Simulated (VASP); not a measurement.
# C (C2/m) in VASP: a series of runs

Runs on C. Level: PBE. Tasks: single point.

Program: VASP 6.6.1. These are calculated values, not measurements. Logs are shortened: lines on timing, memory, paths and dates and some standing lists are left out, and cuts for length are marked.

## 1. The cell of the first run

It takes space group C2/m (No. 12, monoclinic). Conventional cell: a = 4.374 Å, b = 2.525 Å, c = 12.377 Å, α = 90.00°, β = 91.69°, γ = 90.00°. Within 2.1 Å of C (site symmetry m) lie 4 C at 1.55 Å. Within 2.1 Å of C (site symmetry m) lie 4 C at 1.55 Å. C (site symmetry m) has 4 C at 1.55 Å within 2.1 Å. C (site symmetry m) has 4 C at 1.55 Å within 2.1 Å. Within 2.1 Å of C (site symmetry m) lie 4 C at 1.55 Å. Within 2.1 Å of C (site symmetry m) lie 4 C at 1.55 to 1.59 Å.

## 2. Single point, PBE

File INCAR:

```
SYSTEM = C
PREC = Accurate
ENCUT = 520
EDIFF = 1E-7
ISMEAR = 0
SIGMA = 0.05
LREAL = .FALSE.
LASPH = .TRUE.
NELM = 80
ALGO = Normal
ISIF = 2
LWAVE = .FALSE.
LCHARG = .FALSE.
GGA = PE
NBANDS = 36
```

File KPOINTS:

```
regular mesh
0
G
  10 10 2
  0 0 0
```

File POSCAR:

```
C
1.0
    1.7857375322     -1.7857375322      0.0000000000
    1.7857375322      0.0000000000     -1.7857375322
    7.4404540017      6.9941981924      6.9941981924
C
12
Direct
    0.6441034733      0.6441034733      0.2708666667
   -0.0086798600     -0.0086798600      0.1042000000
    0.2968868067      0.2968868067      0.4375333333
    0.6024534733      0.6024534733      0.7708666667
    0.9496701400      0.9496701400      0.6042000000
    0.2552368067      0.2552368067      0.9375333333
    0.6336909733      0.6336909733      0.3958666667
    0.9809076400      0.9809076400      0.2292000000
    0.2864743067      0.2864743067      0.5625333333
    0.5920409733      0.5920409733      0.8958666667
   -0.0607423600     -0.0607423600      0.7292000000
    0.3281243067      0.3281243067      0.0625333333
```

Potentials or basis: VASP PAW PBE potentials, release 64 (C).

On the command line:

```
$ cat potpaw_PBE.64/C/POTCAR > POTCAR
$ mpirun -np 1 vasp_std > vasp.out
```

OUTCAR:

```text
SYSTEM = C
   PREC = Accurate
   ENCUT = 520
   EDIFF = 1E-7
   ISMEAR = 0
   LREAL = .FALSE.
   LASPH = .TRUE.
   NELM = 80
   ISIF = 2
   GGA = PE

 ion  position               nearest neighbor table
   1  0.644  0.644  0.271-   7 1.55   8 1.55   8 1.55   8 1.55
   2  0.991  0.991  0.104-   8 1.55  12 1.55  12 1.55  12 1.55
   3  0.297  0.297  0.438-   7 1.55   7 1.55   7 1.55   9 1.55
   4  0.602  0.602  0.771-  10 1.55  11 1.55  11 1.55  11 1.55
   5  0.950  0.950  0.604-  11 1.55   9 1.55   9 1.55   9 1.55
   6  0.255  0.255  0.938-  10 1.55  10 1.55  10 1.55  12 1.59
   7  0.634  0.634  0.396-   3 1.55   3 1.55   3 1.55   1 1.55
   8  0.981  0.981  0.229-   2 1.55   1 1.55   1 1.55   1 1.55
   9  0.286  0.286  0.563-   3 1.55   5 1.55   5 1.55   5 1.55
  10  0.592  0.592  0.896-   6 1.55   6 1.55   6 1.55   4 1.55
  11  0.939  0.939  0.729-   5 1.55   4 1.55   4 1.55   4 1.55
  12  0.328  0.328  0.063-   2 1.55   2 1.55   2 1.55   6 1.59

  LATTYP: Found a base centered monoclinic cell.
 ALAT       =     4.3741457684
 B/A-ratio  =     0.5773502692
 C/A-ratio  =     2.8296534929
 COS(beta)  =    -0.0294382334

  Lattice vectors:

 A1 = (  -1.7857375322,   1.7857375322,   0.0000000000)
 A2 = (  -1.7857375322,   0.0000000000,   1.7857375322)
 A3 = (   7.4404540017,   6.9941981924,   6.9941981924)

Analysis of symmetry for initial positions (statically):
=====================================================================
 Subroutine PRICEL returns:
 Original cell was already a primitive cell.

 Routine SETGRP: Setting up the symmetry group for a
 base centered monoclinic supercell.

 Subroutine GETGRP returns: Found  4 space group operations
 (whereof  2 operations were pure point group operations)
 out of a pool of  4 trial point group operations.

The static configuration has the point symmetry C_1h.
 The point group associated with its full space group is C_2h.

Analysis of symmetry for dynamics (positions and initial velocities):
=====================================================================
 Subroutine PRICEL returns:
 Original cell was already a primitive cell.

 Routine SETGRP: Setting up the symmetry group for a
 base centered monoclinic supercell.

 Subroutine GETGRP returns: Found  4 space group operations
 (whereof  2 operations were pure point group operations)
 out of a pool of  4 trial point group operations.

The dynamic configuration has the point symmetry C_1h.
 The point group associated with its full space group is C_2h.

 Subroutine INISYM returns: Found  4 space group operations
 (whereof  2 operations are pure point group operations),
 and found     1 'primitive' translations

----------------------------------------------------------------------------------------

                                     Primitive cell

  volume of cell :      68.3336

  direct lattice vectors                    reciprocal lattice vectors
     1.785737532 -1.785737532  0.000000000     0.182776954 -0.377215756  0.182776954
     1.785737532  0.000000000 -1.785737532     0.182776954  0.182776954 -0.377215756
     7.440454002  6.994198192  6.994198192     0.046666059  0.046666059  0.046666059

  length of vectors
     2.525414237  2.525414237 12.377316852     0.457281704  0.457281704  0.080827985

  position of ions in fractional coordinates (direct lattice)
     0.644103473  0.644103473  0.270866667
     0.991320140  0.991320140  0.104200000
     0.296886807  0.296886807  0.437533333
     0.602453473  0.602453473  0.770866667
     0.949670140  0.949670140  0.604200000
     0.255236807  0.255236807  0.937533333
     0.633690973  0.633690973  0.395866667
     0.980907640  0.980907640  0.229200000
     0.286474307  0.286474307  0.562533333
     0.592040973  0.592040973  0.895866667
     0.939257640  0.939257640  0.729200000
     0.328124307  0.328124307  0.062533333

  ion indices of the primitive-cell ions
   primitive index   ion index
                 1           1
                 2           2
                 3           3
                 4           4
                 5           5
                 6           6
                 7           7
                 8           8
                 9           9
                10          10
                11          11
                12          12

----------------------------------------------------------------------------------------

 KPOINTS: regular mesh

Automatic generation of k-mesh.
 Grid dimensions read from file:
 generate k-points for:   10   10    2

 Generating k-lattice:

  Cartesian coordinates                     Fractional coordinates (reciprocal lattice)
     0.018277695 -0.037721576  0.018277695     0.100000000  0.000000000  0.000000000
     0.018277695  0.018277695 -0.037721576     0.000000000  0.100000000  0.000000000
     0.023333030  0.023333030  0.023333030     0.000000000  0.000000000  0.500000000

  Length of vectors
     0.045728170  0.045728170  0.040413993

  Shift w.r.t. Gamma in fractional coordinates (k-lattice)
     0.000000000  0.000000000  0.000000000

 Subroutine IBZKPT returns following result:
 ===========================================

 Found     62 irreducible k-points:

 Following reciprocal coordinates:
            Coordinates               Weight
  0.000000  0.000000  0.000000      1.000000
  0.100000  0.000000  0.000000      4.000000
  0.200000  0.000000  0.000000      4.000000
  0.300000  0.000000  0.000000      4.000000
  0.400000  0.000000  0.000000      4.000000
  0.500000  0.000000  0.000000      2.000000
[... 16 lines left out ...]
  0.300000  0.300000  0.000000      2.000000
  0.400000  0.300000  0.000000      4.000000
 [... further k-points ...]
   k-points           NKPTS =     62   k-points in BZ     NKDIM =     62   number of bands    NBANDS=     36
   number of dos      NEDOS =    301   number of ions     NIONS =     12
   total plane-waves  NPLWV =  38400
   dimension x,y,z NGX =    20 NGY =   20 NGZ =   96
   dimension x,y,z NGXF=    40 NGYF=   40 NGZF=  192
   ions per type =              12
   NGX,Y,Z   is equivalent  to a cutoff of  13.17, 13.17, 12.89 a.u.
   NGXF,Y,Z  is equivalent  to a cutoff of  26.33, 26.33, 25.79 a.u.
 SYSTEM =  C
   PREC   = accura    normal or accurate (medium, high low for compatibility)
   ISTART =      0    job   : 0-new  1-cont  2-samecut
   ICHARG =      2    charge: 1-file 2-atom 10-const
   ISPIN  =      1    spin polarized calculation?
   LNONCOLLINEAR =      F non collinear calculations
   LSORBIT =      F    spin-orbit coupling
   LASPH  =      T    aspherical Exc in radial PAW
   ENCUT  =  520.0 eV  38.22 Ry    6.18 a.u.   4.70  4.70 23.01*2*pi/ulx,y,z
   NELM   =     80;   NELMIN=  2; NELMDL= -5     # of ELM steps
   EDIFF  = 0.1E-06   stopping-criterion for ELM
   LREAL  =      F    real-space projection
   EDIFFG = 0.1E-05   stopping-criterion for IOM
   NSW    =      0    number of steps for IOM
   IBRION =     -1    ionic relax: 0-MD 1-quasi-New 2-CG
   NFREE  =      0    steps in history (QN), initial steepest desc. (CG)
   ISIF   =      2    stress and relaxation
   ISYM   =      2    0-nonsym 1-usesym 2-fastsym
   POTIM  = 0.5000    time-step for ionic-motion
   TEBEG  =    0.0;   TEEND  =   0.0 temperature during run
   PSTRESS=    0.0 pullay stress
   NELECT =      48.0000    total number of electrons
   NUPDOWN=      -1.0000    fix difference up-down
   EMIN   =  10.00;   EMAX   =-10.00  energy-range for DOS
   EFERMI =   0.00;   METHOD = LEGACY
   ISMEAR =     0;   SIGMA  =   0.05  broadening in eV -4-tet -1-fermi 0-gaus
   EFERMI_NEDOS =   21; number of points for ismear=-14 and -15
   IALGO  =     38    algorithm
   IMIX   =      4    mixing-type and parameters
     AMIX     =   0.40;   BMIX     =  1.00
     AMIX_MAG =   1.60;   BMIX_MAG =  1.00
  volume/ion in A,a.u.               =       5.69        38.43
  Fermi-wavevector in a.u.,A,eV,Ry     =   1.455271  2.750063 28.814604  2.117814
  Thomas-Fermi vector in A             =   2.572325
   LORBIT       =      0    0 simple, 1 ext, 2 COOP (PROOUT), +10 PAW based schemes
   GGA     = PE    functional components
   LHFCALC =     F    Hartree Fock is set to
   AEXX    =    0.0000 exact exchange contribution
   IVDW    =     0    specifies the selected vdW correction
   LEPSILON=     F    determine dielectric tensor
   LRPA    =     F    only Hartree local field effects (RPA)
 non-spin polarized calculation
 Gauss-broadening in eV      SIGMA  =   0.05
  energy-cutoff  :      520.00
  volume of cell :       68.33
 maximum number of plane-waves:      1869
   NGX =  9   NGY =  9   NGZ = 47

 number of electron      47.9999995 magnetization

 Free energy of the ion-electron system (eV)
  ---------------------------------------------------
  ext. energy  EPLUGINS =         0.00000000
  ---------------------------------------------------
  free energy    TOTEN  =      -108.55931643 eV

  energy without entropy =     -108.55931643  energy(sigma->0) =     -108.55931643

 E-fermi :  10.3091     XC(G=0): -13.2376

 val. band max:       10.0444208112   @ k =   0.0000   0.0000   0.0000
 cond. band min:      13.6236523532   @ k =   0.4000   0.0000   0.5000
 fundamental gap:      3.5792315421
 Fermi energy:        10.3091076529

 k-point     1 :       0.0000    0.0000    0.0000
  band No.  band energies     occupation
      1     -11.7477      2.00000
      2     -10.9837      2.00000
      3     -10.9805      2.00000
      4      -8.7478      2.00000
      5      -8.7286      2.00000
      6      -6.0002      2.00000
[... 28 lines left out ...]
     35      17.8846      0.00000
     36      17.9971      0.00000

 k-point     2 :       0.1000    0.0000    0.0000
  band No.  band energies     occupation
      1     -11.5022      2.00000
      2     -10.7518      2.00000
      3     -10.7250      2.00000
      4      -8.5293      2.00000
      5      -8.4744      2.00000
      6      -5.7838      2.00000
[... 28 lines left out ...]
     35      18.0829      0.00000
     36      18.2794      0.00000
[... 817 lines left out ...]
     35      19.0255      0.00000
     36      19.2327      0.00000

 k-point    24 :       0.4000    0.3000    0.0000
  band No.  band energies     occupation
      1      -8.6087      2.00000
      2      -7.9530      2.00000
      3      -7.7998      2.00000
      4      -5.8877      2.00000
      5      -5.6611      2.00000
      6      -3.3299      2.00000
[... 28 lines left out ...]
     35      19.2457      0.00000
     36      19.4192      0.00000

 [... further k-points ...]
[... 5 lines left out ...]
  --------------------------------------------------------------------------------------
  -------------------------------------------------------------------------------------
  Total       -5.7775991      3.3682244      3.3682244     -1.0660553      3.2752092     -1.0660554
  in kB     -135.4639899     78.9727878     78.9727878    -24.9951749     76.7919155    -24.9951783
  external PRESSURE =       7.4938619 kB  Pullay stress =       0.0000000 kB

 VOLUME and BASIS-vectors are now :
 -----------------------------------------------------------------------------
  energy-cutoff  :      520.00
  volume of cell :       68.33
      direct lattice vectors                 reciprocal lattice vectors
     1.785737532 -1.785737532  0.000000000     0.182776954 -0.377215756  0.182776954
     1.785737532  0.000000000 -1.785737532     0.182776954  0.182776954 -0.377215756
     7.440454002  6.994198192  6.994198192     0.046666059  0.046666059  0.046666059

 POSITION                                       TOTAL-FORCE (eV/Angst)
 -----------------------------------------------------------------------------------
      4.31577      0.74430      0.74430         0.002822     -0.004074     -0.004074
      4.31577     -1.04144     -1.04144        -0.015864      0.108056      0.108056
      4.31577      2.53003      2.53003         0.002819     -0.002118     -0.002118
      7.88725      4.31577      4.31577         0.216736     -0.160858     -0.160858
      7.88725      2.53003      2.53003         0.022322     -0.014403     -0.014403
      7.88725      6.10151      6.10151         2.086443     -1.113622     -1.113622
      5.20864      1.63716      1.63716        -0.022322      0.014403      0.014403
      5.20864     -0.14857     -0.14857        -0.216736      0.160858      0.160858
      5.20864      3.42290      3.42290        -0.002819      0.002118      0.002118
      8.78011      5.20864      5.20864         0.015864     -0.108056     -0.108056
      8.78011      3.42290      3.42290        -0.002822      0.004074      0.004074
      1.63716     -0.14857     -0.14857        -2.086443      1.113622      1.113622
 -----------------------------------------------------------------------------------
    total drift:                               -0.000007     -0.000002     -0.000002

  FREE ENERGIE OF THE ION-ELECTRON SYSTEM (eV)
  ---------------------------------------------------
  free  energy   TOTEN  =      -108.5593164273 eV

  energy  without entropy=     -108.5593164273  energy(sigma->0) =     -108.55931643
```

Wall time 2.7 min (1 thread of Intel Xeon Platinum 8488C (Sapphire Rapids), shared host); peak memory 0.22 GiB.

Results:

```
Free energy            : -108.5593 eV
Pressure               : 0.7 GPa
Largest force          : 2.614 eV/Å
Band gap on the k mesh : 3.58 eV, indirect (least direct gap 5.11 eV)
```

Forces on the atoms (eV/Å):
```
C    0.003 -0.004 -0.004
C   -0.016  0.108  0.108
C    0.003 -0.002 -0.002
C    0.217 -0.161 -0.161
C    0.022 -0.014 -0.014
C    2.086 -1.114 -1.114
C   -0.022  0.014  0.014
C   -0.217  0.161  0.161
C   -0.003  0.002  0.002
C    0.016 -0.108 -0.108
C   -0.003  0.004  0.004
C   -2.086  1.114  1.114
```

Stress tensor (GPa, compression positive):
```
-13.55  -2.50  -2.50
 -2.50   7.90   7.68
 -2.50   7.68   7.90
```

Levels at points of the mesh, in eV from the valence-band top:
| k point | band 22 | band 23 | band 24 | band 25 | band 26 | band 27 |
| --- | --- | --- | --- | --- | --- | --- |
| (0.00, 0.00, 0.00) | -0.57 | -0.47 | 0.00 | 5.11 | 5.17 | 5.35 |
| (0.50, 0.00, 0.00) | -4.27 | -3.34 | -2.64 | 3.87 | 4.44 | 4.84 |
| (0.50, 0.50, 0.00) | -4.31 | -3.35 | -3.18 | 4.36 | 4.63 | 4.88 |
| (0.00, 0.00, 0.50) | -0.67 | -0.66 | -0.53 | 5.43 | 5.46 | 5.63 |
| (0.50, 0.00, 0.50) | -3.77 | -3.48 | -2.95 | 4.13 | 4.48 | 4.91 |
| (0.50, 0.50, 0.50) | -3.87 | -3.55 | -3.49 | 4.37 | 4.49 | 5.47 |

Caveat: forces of over 1 eV/Å act on the atoms, so gaps and moduli don't describe the material at rest. As with any semilocal functional, this PBE gap is likely too small.

## 3. Single point, PBE

File INCAR:

```
SYSTEM = C
PREC = Accurate
ENCUT = 520
EDIFF = 1E-6
ISMEAR = 0
SIGMA = 0.05
LREAL = .FALSE.
LASPH = .TRUE.
NELM = 80
ALGO = Normal
ISIF = 2
LWAVE = .FALSE.
LCHARG = .TRUE.
GGA = PE
LELF = .TRUE.
LVHAR = .TRUE.
NBANDS = 36
```

KPOINTS is that of step 2.

File POSCAR:

```
C
1.0
    1.7857375322     -1.7857375322      0.0000000000
    1.7857375322      0.0000000000     -1.7857375322
    8.0358188949      6.6965157458      6.6965157458
C
12
Direct
    0.5989500000      0.5989500000      0.2708666667
   -0.0260500000     -0.0260500000      0.1042000000
    0.2239500000      0.2239500000      0.4375333333
    0.4739500000      0.4739500000      0.7708666667
    0.8489500000      0.8489500000      0.6042000000
    0.0989500000      0.0989500000      0.9375333333
    0.5677000000      0.5677000000      0.3958666667
    0.9427000000      0.9427000000      0.2292000000
    0.1927000000      0.1927000000      0.5625333333
    0.4427000000      0.4427000000      0.8958666667
   -0.1823000000     -0.1823000000      0.7292000000
    0.3177000000      0.3177000000      0.0625333333
```

Potentials or basis: VASP PAW PBE potentials, release 64 (C).

On the command line:

```
$ cat potpaw_PBE.64/C/POTCAR > POTCAR
$ mpirun -np 1 vasp_std > vasp.out
```

It took 2.4 min on 1 thread of Intel Xeon Platinum 8488C (Sapphire Rapids), shared host; peak memory 0.22 GiB.

Results (log left out):

```yaml
Free_energy: -104.7303 eV
Pressure: 5.2 GPa
Largest_force: 5.945 eV/Å
Band_gap_on_the_k_mesh: 0.73 eV, indirect (least direct gap 2.14 eV)
```

Forces in eV/Å, atoms in the order of the input:
```
C   -0.018 -0.018 -0.018
C   -0.141  0.464  0.464
C    0.006 -0.007 -0.007
C    0.251 -0.611 -0.611
C    0.050 -0.045 -0.045
C    2.009 -3.957 -3.957
C   -0.050  0.045  0.045
C   -0.251  0.611  0.611
C   -0.006  0.007  0.007
C    0.141 -0.464 -0.464
C    0.018  0.018  0.018
C   -2.009  3.957  3.957
```

Stress tensor (GPa, compression positive):
```
-27.87   2.86   2.86
  2.86  21.75  21.39
  2.86  21.39  21.75
```

Levels at points of the mesh, in eV from the valence-band top:
| k point | band 21 | band 22 | band 23 | band 24 | band 25 | band 26 | band 27 | band 28 |
| --- | --- | --- | --- | --- | --- | --- | --- | --- |
| (0.00, 0.00, 0.00) | -1.27 | -0.96 | -0.92 | 0.00 | 4.63 | 4.87 | 5.15 | 5.45 |
| (0.50, 0.00, 0.00) | -4.62 | -4.18 | -3.78 | -1.41 | 0.73 | 4.08 | 4.25 | 5.07 |
| (0.50, 0.50, 0.00) | -4.62 | -3.97 | -3.55 | -2.75 | 1.24 | 3.83 | 4.50 | 4.57 |
| (0.00, 0.00, 0.50) | -1.59 | -0.91 | -0.83 | -0.79 | 4.99 | 5.08 | 5.13 | 5.25 |
| (0.50, 0.00, 0.50) | -4.60 | -4.02 | -3.62 | -1.53 | 0.84 | 3.98 | 4.49 | 4.68 |
| (0.50, 0.50, 0.50) | -4.37 | -4.01 | -3.78 | -2.84 | 1.29 | 3.84 | 4.25 | 5.08 |

Caveat: forces of over 1 eV/Å act on the atoms, so gaps and moduli don't describe the material at rest. A k mesh can miss the band edges.

(Continued in part 2 of 2.)
